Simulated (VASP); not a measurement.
A run of VASP 6.6.1 is set up as follows.

Contents of INCAR:

```
ALGO     = Normal         # electronic algorithm
EDIFF    = 1E-6           # SCF threshold, eV
ENCUT    = 520            # plane-wave cutoff, eV
GGA      = PS             # functional
ISIF     = 2              # what is computed and relaxed
ISMEAR   = 0              # smearing method
LASPH    = T              # aspherical terms in the spheres
LCHARG   = F              # write CHGCAR
LREAL    = F              # projectors in reciprocal space
LWAVE    = F              # write WAVECAR
NBANDS   = 16             # bands
NELM     = 80             # most SCF steps
PREC     = Accurate       # precision mode
SIGMA    = 0.01           # smearing width, eV
```

Contents of KPOINTS:

```
k-points
0
Gamma
  6 6 6
```

File POSCAR:

```
CuI
1.0
    2.9546929917      2.9546929917      0.0000000000
   -2.9546929917      2.9546929917      0.0000000000
    0.0000000000      2.9546929917      2.9784493173
Cu I
1 1
Direct
    0.7500000000      0.2500000000      0.5000000000
    0.0000000000      0.0000000000      0.0000000000
```

Potentials or basis: VASP PAW PBE potentials, release 64 (Cu, I).

Run with:

```sh
$ cat potpaw_PBE.64/Cu/POTCAR potpaw_PBE.64/I/POTCAR > POTCAR
$ mpirun -np 1 vasp_std > vasp.out
```

(1) What does it give for the band gap on the k mesh?

(2) Predict the pressure.

## Answers

(1) 1.21 eV, direct.

(2) 0.8 GPa.

Caveat: the cell differs from its parent crystal (in-plane strain -0.005); the PAW data sets were made with another functional, which shifts forces and pressure a little; spin-orbit coupling is left out, which moves the levels of the heavy elements.
